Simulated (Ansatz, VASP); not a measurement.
One calculation of HfB2, two programs

INCAR

```
PREC = Accurate ; ENCUT = 520
EDIFF = 1E-6 ; ISMEAR = -1
SIGMA = 0.05 ; LREAL = F
LASPH = T ; NELM = 100
ALGO = Normal ; ISIF = 2
LWAVE = F ; LCHARG = F
GGA = PS ; NBANDS = 15
```

The input KPOINTS:

```
Automatic mesh
0
Gamma
  13 13 11
```

POSCAR

```
HfB2
1.0
    3.0975624645      0.0000000000      0.0000000000
   -1.5487812323      2.6825677840      0.0000000000
    0.0000000000      0.0000000000      3.4329672075
Hf B
1 2
Direct
    0.0000000000      0.0000000000      0.0000000000
    0.3333333333      0.6666666667      0.5000000000
    0.6666666667      0.3333333333      0.5000000000
```

Input for Ansatz:

```yaml
crystal:
  lattice:
    - [3.0975624645, 0.0, 0.0]
    - [-1.5487812323, 2.682567784, 0.0]
    - [0.0, 0.0, 3.4329672075]
  atoms:
    - { symbol: Hf, position: [0.0, 0.0, 0.0] }
    - { symbol: B, position: [0.3333333333, 0.6666666667, 0.5] }
    - { symbol: B, position: [0.6666666667, 0.3333333333, 0.5] }
kpoints:
  mp_grid: { grid: [13, 13, 11] }
  band_path:
    path:
      - [0.0, 0.0, 0.0]
      - [0.5, 0.0, 0.0]
      - [0.3333333333, 0.3333333333, 0.0]
      - [0.0, 0.0, 0.0]
      - [0.0, 0.0, 0.5]
      - [0.5, 0.0, 0.5]
      - [0.3333333333, 0.3333333333, 0.5]
      - [0.0, 0.0, 0.5]
      - [0.5, 0.0, 0.5]
    npoints: 5
scf:
  occupations: { method: fermi_dirac, width: 0.05 }
hamiltonian:
  xc: pbesol
  pseudopotentials: { kind: all_electron, lapw: { basis_error: 0.0005 } }
output:
  forces: true
  stress: true
  eigenvalues: true
```

Change from the starting cell: volume scaled by 0.96.

Alike in both runs: task single point; functional PBEsol; k mesh 13 × 13 × 11; occupations fermi-dirac, width 0.05 eV; no spin polarisation.

```csv
,VASP,Ansatz
version,VASP 6.6.1,Ansatz 0.2.0
potentials or method,"VASP PAW PBE potentials, release 64 (Hf_pv, B), cutoff 520 eV","all-electron LAPW, scalar-relativistic"
```

|  | VASP | Ansatz | Ansatz less VASP |
| --- | --- | --- | --- |
| pressure (GPa) | 6.5 | 6.5 | +0.02 |
| traceless stress, the component that is largest in VASP (GPa) | -1.59 | -1.80 | -0.207 |

VASP's potentials were made for PBE, not for PBEsol. Ansatz ran all-electron here, and VASP with PAW potentials.

Neither program's run includes spin-orbit coupling.
